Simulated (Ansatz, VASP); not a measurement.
## BaTiO3: VASP beside Ansatz

POSCAR

```
BaTiO3
1.0
    3.9855000000      0.0000000000      0.0000000000
    0.0000000000      2.8369000000      2.8451500000
    0.0000000000     -2.8369000000      2.8451500000
Ba Ti O
1 1 3
Direct
    0.0000000000      0.0000000000      0.0000000000
    0.5000000000      0.5124000000      0.5124000000
    0.5000000000      0.9918400000      0.5052400000
    0.5000000000      0.5052400000      0.9918400000
    0.0000000000      0.4874000000      0.4874000000
```

File INCAR.step1:

```
SYSTEM = BaTiO3
PREC     = Accurate       ! precision mode
ENCUT    = 520            ! plane-wave cutoff, eV
ISMEAR   = -1             ! smearing method
SIGMA    = 0.05           ! smearing width, eV
LREAL    = .False.        ! projectors in reciprocal space
LASPH    = .True.         ! aspherical terms in the spheres
NELM     = 60             ! most SCF steps
NBANDS   = 28             ! bands
GGA      = PE             ! functional
ALGO     = Normal         ! electronic algorithm
EDIFF    = 1E-4           ! SCF threshold, eV
LWAVE    = .True.         ! write WAVECAR
LCHARG   = .False.        ! write CHGCAR
```

Contents of INCAR.step2:

```
SYSTEM = BaTiO3
PREC     = Accurate       ! precision mode
ENCUT    = 520            ! plane-wave cutoff, eV
EDIFF    = 1E-6           ! SCF threshold, eV
ISMEAR   = -1             ! smearing method
SIGMA    = 0.05           ! smearing width, eV
LREAL    = .False.        ! projectors in reciprocal space
LASPH    = .True.         ! aspherical terms in the spheres
NELM     = 60             ! most SCF steps
ALGO     = Normal         ! electronic algorithm
ISIF     = 2              ! what is computed and relaxed
LWAVE    = .False.        ! write WAVECAR
LCHARG   = .False.        ! write CHGCAR
METAGGA  = R2SCAN         ! meta-GGA
LMIXTAU  = .True.       
NBANDS   = 28             ! bands
ISTART   = 1
```

Contents of KPOINTS:

```
Automatic mesh
0
Gamma
  7 7 7
  0 0 0
```

The input input.yaml:

```yaml
crystal:
  lattice:
    - [3.9855, 0.0, 0.0]
    - [0.0, 2.8369, 2.84515]
    - [0.0, -2.8369, 2.84515]
  atoms:
    - { symbol: Ba, position: [0.0, 0.0, 0.0] }
    - { symbol: Ti, position: [0.5, 0.5124, 0.5124] }
    - { symbol: O, position: [0.5, 0.99184, 0.50524] }
    - { symbol: O, position: [0.5, 0.50524, 0.99184] }
    - { symbol: O, position: [0.0, 0.4874, 0.4874] }
hamiltonian:
  xc: r2scan
  pseudopotentials: { kind: paw }
kpoints:
  mp_grid: { grid: [7, 7, 7] }
  band_path:
    path:
      - [[0.0, 0.0, 0.0], [0.0, 0.4985522663, -0.4985522663], [0.0, 0.0, -0.5], [-0.5, 0.0, -0.5], [-0.5, 0.4985522663, -0.4985522663], [-0.5, 0.0, 0.0], [0.0, 0.0, 0.0], [0.0, -0.5, -0.5], [0.0, -0.4985522663, -0.5014477337], [-0.5, -0.4985522663, -0.5014477337], [-0.5, -0.5, -0.5], [0.0, -0.5, -0.5]]
      - [[-0.5, 0.0, 0.0], [-0.5, -0.5, -0.5]]
    npoints: 14
scf:
  occupations: { method: fermi_dirac, width: 0.05 }
  n_extra_bands: 12
output:
  forces: true
  stress: true
  eigenvalues: true
  fatbands: true
```

Alike in both runs: functional r2SCAN; k mesh 7 × 7 × 7; occupations fermi-dirac, width 0.05 eV; no spin polarisation.

|  | VASP | Ansatz |
| --- | --- | --- |
| version | VASP 6.6.1 | Ansatz 0.2.0 |
| potentials or method | VASP PAW PBE potentials, release 64 (Ba_sv, Ti_sv, O) | Ansatz PAW |
| plane-wave cutoff (eV) | 520 | 500 |
| valence electrons in the cell | 40 | 40 |
| task | single point | band structure |

```csv
,VASP,Ansatz,Ansatz less VASP
gap on the k mesh at the Fermi level (eV),2.31,2.34,+0.023
least direct gap on the mesh (eV),2.46,2.44,-0.019
pressure (GPa),1.1,-0.9,-1.95
"traceless stress, the component that is largest in VASP (GPa)",-0.40,-0.41,-0.009
rms of the force components (eV/Å),0.131,0.148,+0.0169
```

VASP's potentials were made for PBE, not for r2SCAN. Atom by atom the forces differ by 0.034 eV/Å (rms over components). The functional is the same, so the differences come from potentials, cutoffs and numerics.

Spin-orbit coupling is off throughout. Noted on Ansatz's run: the k mesh misses the band edges, so the gap on the mesh is wider than the one along the path.
